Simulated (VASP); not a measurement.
A run of VASP 6.6.1 is set up as follows.

File INCAR:

```
PREC = Accurate ; ENCUT = 520
EDIFF = 1E-6 ; ISMEAR = -1
SIGMA = 0.05 ; LREAL = F
LASPH = T ; NELM = 80
ALGO = Normal ; ISIF = 2
LWAVE = F ; LCHARG = F
GGA = PE ; NBANDS = 14
```

File KPOINTS:

```
Automatic mesh
0
Gamma
  10 10 10
```

Contents of POSCAR:

```
NaI
1.0
    0.0000000000      3.6285074156      3.6285074156
    3.6285074156      0.0000000000      3.6285074156
    3.6285074156      3.6285074156      0.0000000000
Na I
1 1
Direct
    0.0000000000      0.0000000000      0.0000000000
    0.2500000000      0.2500000000      0.2500000000
```

Potentials or basis: VASP PAW PBE potentials, release 64 (Na_pv, I).

Command:

```bash
$ cat potpaw_PBE.64/Na_pv/POTCAR potpaw_PBE.64/I/POTCAR > POTCAR
$ mpirun -np 1 vasp_std > vasp.out
```

Q: What does it give for the pressure?

A: -0.4 GPa.

Q: What does it give for the band gap on the k mesh?

A: 3.70 eV.

Caveat: spin-orbit coupling is left out, which moves the levels of the heavy elements. A k mesh can miss the band edges.
